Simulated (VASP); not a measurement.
# InGaO (P4/mmm) in VASP: relaxation of cell and atoms with PBE

Aim: the relaxation of cell and atoms of InGaO with PBE.

Everything below comes from runs of VASP 6.6.1. Logs are shortened: lines on timing, memory, paths and dates and some standing lists are left out, and cuts for length are marked.

## 1. The cell of the first run

The structure is tetragonal, space group P4/mmm (No. 123). The conventional cell has a = 4.122 Å, b = 4.122 Å, c = 4.152 Å, α = 90.00°, β = 90.00°, γ = 90.00°. Within 2.7 Å of In (site symmetry 4/mmm) lie 2 O at 2.08 Å. Ga (site symmetry 4/mmm) has 4 In at 2.91 Å and 8 O at 3.58 Å within 3.8 Å. Within 2.7 Å of O (site symmetry 4/mmm) lie 2 In at 2.08 Å.

## 2. Relaxation of cell and atoms, PBE

The input, INCAR:

```
ALGO = Normal ; EDIFF = 1E-6
EDIFFG = -0.01 ; ENCUT = 600
GGA = PE ; IBRION = 2
ISIF = 3 ; ISMEAR = 0
LASPH = T ; LCHARG = F
LREAL = F ; LWAVE = F
NELM = 60 ; NSW = 100
PREC = Accurate ; SIGMA = 0.1
```

The input, KPOINTS:

```
k-points
0
Gamma
  12 12 12
```

The input, POSCAR:

```
InGaO
1.0
    4.1221471860      0.0000000000      0.0000000000
    0.0000000000      4.1221471860      0.0000000000
    0.0000000000      0.0000000000      4.1519312379
In Ga O
1 1 1
Direct
    0.0000000000      0.0000000000      0.5000000000
    0.5000000000      0.5000000000      0.5000000000
    0.0000000000      0.0000000000      0.0000000000
```

Potentials or basis: VASP PAW PBE potentials, release 64 (In_d, Ga_d, O).

On the command line:

```sh
cat potpaw_PBE.64/In_d/POTCAR potpaw_PBE.64/Ga_d/POTCAR potpaw_PBE.64/O/POTCAR > POTCAR
mpirun -np 1 vasp_std > vasp.out
```

OUTCAR:

```text
EDIFF = 1E-6
   EDIFFG = -0.01
   ENCUT = 600
   GGA = PE
   IBRION = 2
   ISIF = 3
   ISMEAR = 0
   LASPH = T
   LREAL = F
   NELM = 60
   NSW = 100
   PREC = Accurate

 ion  position               nearest neighbor table
   1  0.000  0.000  0.500-   3 2.08   3 2.08   2 2.91   2 2.91   2 2.91   2 2.91
   2  0.500  0.500  0.500-   1 2.91   1 2.91   1 2.91   1 2.91
   3  0.000  0.000  0.000-   1 2.08   1 2.08

  LATTYP: Found a simple tetragonal cell.
 ALAT       =     4.1221471860
 C/A-ratio  =     1.0072253732

  Lattice vectors:

 A1 = (   4.1221471860,   0.0000000000,   0.0000000000)
 A2 = (   0.0000000000,   4.1221471860,   0.0000000000)
 A3 = (   0.0000000000,   0.0000000000,   4.1519312379)

Analysis of symmetry for initial positions (statically):
=====================================================================
 Subroutine PRICEL returns:
 Original cell was already a primitive cell.

 Routine SETGRP: Setting up the symmetry group for a
 simple tetragonal supercell.

 Subroutine GETGRP returns: Found 16 space group operations
 (whereof 16 operations were pure point group operations)
 out of a pool of 16 trial point group operations.

The static configuration has the point symmetry D_4h.

Analysis of symmetry for dynamics (positions and initial velocities):
=====================================================================
 Subroutine PRICEL returns:
 Original cell was already a primitive cell.

 Routine SETGRP: Setting up the symmetry group for a
 simple tetragonal supercell.

 Subroutine GETGRP returns: Found 16 space group operations
 (whereof 16 operations were pure point group operations)
 out of a pool of 16 trial point group operations.

The dynamic configuration has the point symmetry D_4h.

 Subroutine INISYM returns: Found 16 space group operations
 (whereof 16 operations are pure point group operations),
 and found     1 'primitive' translations

----------------------------------------------------------------------------------------

                                     Primitive cell

  volume of cell :      70.5500

  direct lattice vectors                    reciprocal lattice vectors
     4.122147186  0.000000000  0.000000000     0.242592017  0.000000000  0.000000000
     0.000000000  4.122147186  0.000000000     0.000000000  0.242592017  0.000000000
     0.000000000  0.000000000  4.151931238     0.000000000  0.000000000  0.240851773
[... 94 lines left out ...]
   POTIM  = 0.5000    time-step for ionic-motion
   TEBEG  =    0.0;   TEEND  =   0.0 temperature during run
   PSTRESS=    0.0 pullay stress
   NELECT =      32.0000    total number of electrons
   NUPDOWN=      -1.0000    fix difference up-down
   EMIN   =  10.00;   EMAX   =-10.00  energy-range for DOS
   EFERMI =   0.00;   METHOD = LEGACY
   ISMEAR =     0;   SIGMA  =   0.10  broadening in eV -4-tet -1-fermi 0-gaus
   EFERMI_NEDOS =   21; number of points for ismear=-14 and -15
   IALGO  =     38    algorithm
   IMIX   =      4    mixing-type and parameters
     AMIX     =   0.40;   BMIX     =  1.00
     AMIX_MAG =   1.60;   BMIX_MAG =  1.00
  volume/ion in A,a.u.               =      23.52       158.70
  Fermi-wavevector in a.u.,A,eV,Ry     =   1.257841  2.376975 21.526651  1.582164
  Thomas-Fermi vector in A             =   2.391480
   LORBIT       =      0    0 simple, 1 ext, 2 COOP (PROOUT), +10 PAW based schemes
   GGA     = PE    functional components
   LHFCALC =     F    Hartree Fock is set to
   AEXX    =    0.0000 exact exchange contribution
   IVDW    =     0    specifies the selected vdW correction
   LEPSILON=     F    determine dielectric tensor
   LRPA    =     F    only Hartree local field effects (RPA)
 conjugate gradient relaxation of ions
 non-spin polarized calculation
 Gauss-broadening in eV      SIGMA  =   0.10
  energy-cutoff  :      600.00
  volume of cell :       70.55
 maximum number of plane-waves:      2376
 NGX is ok and might be reduce to    36
   NGX = 17   NGY = 17   NGZ = 17

--------------------------------------- Ionic step        1  -------------------------------------------

 number of electron      31.9999991 magnetization

 Free energy of the ion-electron system (eV)
  ---------------------------------------------------
  ext. energy  EPLUGINS =         0.00000000
  ---------------------------------------------------
  free energy    TOTEN  =       -10.77917539 eV

  energy without entropy =      -10.77212199  energy(sigma->0) =      -10.77564869

------------------------ aborting loop because EDIFF is reached ----------------------------------------

  FORCE on cell =-STRESS in cart. coord.  units (eV):
  Direction    XX          YY          ZZ          XY          YZ          ZX
  --------------------------------------------------------------------------------------
  -------------------------------------------------------------------------------------
  Total       -0.0451956     -0.0451956     -0.0507321      0.0000000      0.0000000      0.0000000
  in kB       -1.0263838     -1.0263838     -1.1521169      0.0000000      0.0000000      0.0000000
  external PRESSURE =      -1.0682948 kB  Pullay stress =       0.0000000 kB
[... 135 lines left out ...]
--------------------------------------- Ionic step        5  -------------------------------------------

 number of electron      31.9999992 magnetization

 Free energy of the ion-electron system (eV)
  ---------------------------------------------------
  ext. energy  EPLUGINS =         0.00000000
  ---------------------------------------------------
  free energy    TOTEN  =       -10.77925936 eV

  energy without entropy =      -10.77224992  energy(sigma->0) =      -10.77575464

 E-fermi :   3.2725     XC(G=0):  -8.9700

 val. band max:        3.2704576732   @ k =   0.1667   0.0833   0.2500
 cond. band min:       3.2772600455   @ k =   0.1667   0.1667   0.4167
 fundamental gap:      0.0068023722
 Fermi energy:         3.2725315771

 k-point     1 :       0.0000    0.0000    0.0000
  band No.  band energies     occupation
      1     -14.7031      2.00000
      2     -12.0328      2.00000
      3     -12.0243      2.00000
      4     -11.9672      2.00000
      5     -11.9672      2.00000
      6     -11.9355      2.00000
[... 541 lines left out ...]
     19       6.9537      0.00000
     20      11.5494      0.00000

 [... further k-points ...]

------------------------ aborting loop because EDIFF is reached ----------------------------------------

  FORCE on cell =-STRESS in cart. coord.  units (eV):
  Direction    XX          YY          ZZ          XY          YZ          ZX
  --------------------------------------------------------------------------------------
  -------------------------------------------------------------------------------------
  Total        0.0094118      0.0094118      0.0183182      0.0000000     -0.0000000      0.0000000
  in kB        0.2145741      0.2145741      0.4176285      0.0000000     -0.0000000      0.0000000
  external PRESSURE =       0.2822589 kB  Pullay stress =       0.0000000 kB
[... 18 lines left out ...]
  FREE ENERGIE OF THE ION-ELECTRON SYSTEM (eV)
  ---------------------------------------------------
  free  energy   TOTEN  =       -10.7792593596 eV

  energy  without entropy=      -10.7722499196  energy(sigma->0) =      -10.77575464

 reached required accuracy - stopping structural energy minimisation
```

OSZICAR:

```text
N       E                     dE             d eps       ncg     rms          rms(c)
DAV:   1     0.256760130330E+03    0.25676E+03   -0.17203E+04  7868   0.250E+03
DAV:   2     0.236717500298E+02   -0.23309E+03   -0.22288E+03  8188   0.484E+02
[... 36 lines left out ...]
   4 F= -.10779259E+02 E0= -.10775753E+02  d E =-.256901E-04
       N       E                     dE             d eps       ncg     rms          rms(c)
DAV:   1    -0.107793125742E+02   -0.53326E-04   -0.93676E-04  9396   0.415E-01    0.470E-02
DAV:   2    -0.107792769876E+02    0.35587E-04   -0.18909E-04 10636   0.152E-01    0.283E-02
DAV:   3    -0.107792622068E+02    0.14781E-04   -0.41697E-05  9804   0.767E-02    0.114E-02
DAV:   4    -0.107792592310E+02    0.29758E-05   -0.81048E-06  9792   0.375E-02    0.403E-03
DAV:   5    -0.107792593596E+02   -0.12853E-06   -0.10128E-06  4728   0.116E-02
   5 F= -.10779259E+02 E0= -.10775755E+02  d E =-.257778E-04
```

CONTCAR:

```text
InGaO
   1.00000000000000
     4.1151312352418925    0.0000000000000000    0.0000000000000000
     0.0000000000000000    4.1151312352418925    0.0000000000000000
     0.0000000000000000    0.0000000000000000    4.1498936780829725
  In              Ga              O
     1     1     1
Direct
     0.0000000000000000    0.0000000000000000    0.5000000000000000
     0.5000000000000000    0.5000000000000000    0.5000000000000000
     0.0000000000000000    0.0000000000000000    0.0000000000000000

  0.00000000E+00  0.00000000E+00  0.00000000E+00
  0.00000000E+00  0.00000000E+00  0.00000000E+00
  0.00000000E+00  0.00000000E+00  0.00000000E+00
```

Run time: 21 min. Hardware: 1 thread of AMD EPYC 7R43 (Zen 3), shared host; peak memory 0.47 GiB.

Results:

* Free energy: -10.7793 eV
* Relaxed volume: 23.43 Å³/atom
* Relaxed cell: a = 4.115 Å, b = 4.115 Å, c = 4.150 Å, α = 90.00°, β = 90.00°, γ = 90.00°
* Space group after relaxing (to 0.05 Å): P4/mmm (No. 123)
* Energy gained by relaxing: 0.0 meV/atom
* Ionic steps: 5
* Pressure after relaxing: 0.0 GPa
* Band gap on the k mesh: zero (band 16 reaches 4.76 eV, above the bottom of band 17 at 1.33 eV)

Final structure:
```
In Ga O
1.0
     4.11513    0.00000    0.00000
     0.00000    4.11513    0.00000
     0.00000    0.00000    4.14989
In Ga O
1 1 1
Direct
  0.00000 0.00000 0.50000
  0.50000 0.50000 0.50000
  0.00000 0.00000 0.00000
```

Levels at points of the mesh, in eV from the Fermi level:
| k point | band 12 | band 13 | band 14 | band 15 | band 16 | band 17 | band 18 | band 19 | band 20 |
| --- | --- | --- | --- | --- | --- | --- | --- | --- | --- |
| (0.00, 0.00, 0.00) | -7.13 | -4.45 | -2.45 | -2.45 | 1.30 | 1.62 | 1.62 | 2.92 | 5.17 |
| (0.50, 0.00, 0.00) | -6.52 | -4.33 | -3.83 | -2.19 | -1.81 | 2.93 | 3.30 | 4.79 | 5.18 |
| (0.50, 0.50, 0.00) | -4.80 | -4.27 | -3.71 | -3.71 | -1.41 | -0.18 | -0.18 | 3.90 | 8.74 |
| (0.00, 0.00, 0.50) | -8.31 | -2.68 | -1.69 | -1.69 | -0.32 | 0.94 | 0.94 | 4.20 | 6.10 |
| (0.50, 0.00, 0.50) | -6.64 | -5.83 | -2.46 | -1.63 | 0.37 | 1.60 | 3.35 | 4.19 | 4.41 |
| (0.50, 0.50, 0.50) | -5.73 | -4.30 | -2.07 | -2.07 | -1.94 | -1.94 | 1.14 | 2.92 | 7.07 |

Caveat: spin-orbit coupling is left out, which moves the levels of the heavy elements.
